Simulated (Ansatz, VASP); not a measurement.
## Hf: VASP beside Ansatz

File POSCAR:

```
Hf
1.0
    3.1987335297      0.0000000000      0.0000000000
   -1.5993667648      2.7701844966      0.0000000000
    0.0000000000      0.0000000000      5.0505021987
Hf
2
Direct
    0.3333333333      0.6666666667      0.2500000000
    0.6666666667      0.3333333333      0.7500000000
```

File INCAR.step1:

```
SYSTEM = Hf
PREC     = Accurate       ! precision mode
ENCUT    = 520            ! plane-wave cutoff, eV
ISMEAR   = -1             ! smearing method
SIGMA    = 0.1            ! smearing width, eV
LREAL    = .FALSE.        ! projectors in reciprocal space
LASPH    = .TRUE.         ! aspherical terms in the spheres
NELM     = 60             ! most SCF steps
NBANDS   = 17             ! bands
GGA      = PE             ! functional
ALGO     = Normal         ! electronic algorithm
EDIFF    = 1E-4           ! SCF threshold, eV
LWAVE    = .TRUE.         ! write WAVECAR
LCHARG   = .FALSE.        ! write CHGCAR
```

INCAR.step2

```
SYSTEM = Hf
PREC     = Accurate       ! precision mode
ENCUT    = 520            ! plane-wave cutoff, eV
EDIFF    = 1E-6           ! SCF threshold, eV
ISMEAR   = -1             ! smearing method
SIGMA    = 0.1            ! smearing width, eV
LREAL    = .FALSE.        ! projectors in reciprocal space
LASPH    = .TRUE.         ! aspherical terms in the spheres
NELM     = 60             ! most SCF steps
ALGO     = Normal         ! electronic algorithm
ISIF     = 2              ! what is computed and relaxed
LWAVE    = .FALSE.        ! write WAVECAR
LCHARG   = .TRUE.         ! write CHGCAR
METAGGA  = R2SCAN         ! meta-GGA
LMIXTAU  = .TRUE.       
LELF     = .TRUE.         ! ELF
LVHAR    = .TRUE.       
NBANDS   = 17             ! bands
ISTART   = 1
```

Contents of KPOINTS:

```
Automatic mesh
0
G
  7 7 4
  0 0 0
```

Input for Ansatz:

```yaml
crystal:
  lattice:
    - [3.1987335297, 0.0, 0.0]
    - [-1.5993667648, 2.7701844966, 0.0]
    - [0.0, 0.0, 5.0505021987]
  atoms:
    - { symbol: Hf, position: [0.3333333333, 0.6666666667, 0.25] }
    - { symbol: Hf, position: [0.6666666667, 0.3333333333, 0.75] }
hamiltonian:
  xc: r2scan
  pseudopotentials:
    kind: paw
    azcp:
      Hf: "pseudopotentials/Hf.paw.azcp"
basis:
  ecutwfc: 500
  fft_grid_basis: typed
kpoints:
  mp_grid: { grid: [7, 7, 4], shift: [0, 0, 0] }
magnetization:
  spin_polarized: false
scf:
  occupations: { method: fermi_dirac, width: 0.1 }
  lower_state_search: "off"
output:
  stress: true
```

Alike in both runs: task single point; functional r2SCAN; k mesh 7 × 7 × 4; occupations fermi-dirac, width 0.1 eV; no spin polarisation.

```csv
,VASP,Ansatz
version,VASP 6.6.1,Ansatz 0.2.0
potentials or method,"VASP PAW PBE potentials, release 64 (Hf_pv), cutoff 520 eV","plane waves (500 eV) with PAW, scalar-relativistic"
valence electrons in the cell,20,52
```

|  | VASP | Ansatz | Ansatz less VASP |
| --- | --- | --- | --- |
| pressure (GPa) | -0.6 | 0.0 | +0.59 |
| traceless stress, the component that is largest in VASP (GPa) | 0.48 | 0.60 | +0.120 |

VASP's potentials were made for PBE, not for r2SCAN. VASP's potentials hold 20 valence electrons a cell and Ansatz's 52, so a difference there can come from the potentials and not from the codes.

Neither program's run includes spin-orbit coupling.
